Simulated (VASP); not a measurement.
Write the native input for VASP 6.6.1 that does the following.

```
Task                   : single point
Functional             : PBEsol
Potentials or basis    : VASP PAW PBE potentials, release 64 (Li_sv, Ta_pv, O)
Cutoff                 : 520 eV
k mesh                 : 10 × 10 × 10
Occupations            : gaussian, width 0.05 eV
Spin                   : no spin polarisation
Dipole correction      : no
Further INCAR settings : ALGO = Normal; EDIFF = 1e-06; NBANDS = 32
```

The structure of Li3TaO4 lies in POSCAR:

```
Li3TaO4
1.0
   -2.0422644308      2.0422644308      4.2529592940
    2.0422644308     -2.0422644308      4.2529592940
    2.0422644308      2.0422644308     -4.2529592940
Li Ta O
3 1 4
Direct
    0.5229252135      0.5229252135      0.0000000000
    0.2519362554      0.7519362554      0.5000000000
    0.7519362554      0.2519362554      0.5000000000
   -0.0005640607     -0.0005640607      0.0000000000
   -0.0002862996      0.4997137004      0.5000000000
    0.7719232568      0.7719232568      0.0000000000
    0.4997137004     -0.0002862996      0.5000000000
    0.2234046014      0.2234046014      0.0000000000
```

This cell differs from its parent crystal: mode 1 (-167.1 1/cm) frozen in, largest displacement +0.195 Å.

These files were run (other wordings do the same):

INCAR

```
SYSTEM = Li3TaO4
ALGO = Normal
EDIFF = 1E-6
ENCUT = 520
GGA = PS
ISIF = 2
ISMEAR = 0
LASPH = .True.
LCHARG = .False.
LREAL = .False.
LWAVE = .False.
NBANDS = 32
NELM = 80
PREC = Accurate
SIGMA = 0.05
```

KPOINTS

```
k-points
0
Gamma
  10 10 10
  0 0 0
```

Potentials or basis: VASP PAW PBE potentials, release 64 (Li_sv, Ta_pv, O).

Launch:

```sh
$ cat potpaw_PBE.64/Li_sv/POTCAR potpaw_PBE.64/Ta_pv/POTCAR potpaw_PBE.64/O/POTCAR > POTCAR
$ mpirun -np 1 vasp_std > vasp.out
```

Results of the run:

```json
{"Largest force": "0.142 eV/Å", "Band gap on the k mesh": "1.56 eV, indirect (least direct gap 1.62 eV)"}
```

Caveat: the cell differs from its parent crystal (mode 1 (-167.1 1/cm) frozen in, largest displacement +0.195 Å); the PAW data sets were made with another functional, which shifts forces and pressure a little; spin-orbit coupling is left out, which moves the levels of the heavy elements.

Run time: 3.5 min on 1 thread of Intel(R) Xeon(R) 6975P-C (Granite Rapids), with other jobs on the host, peak memory 0.37 GiB.
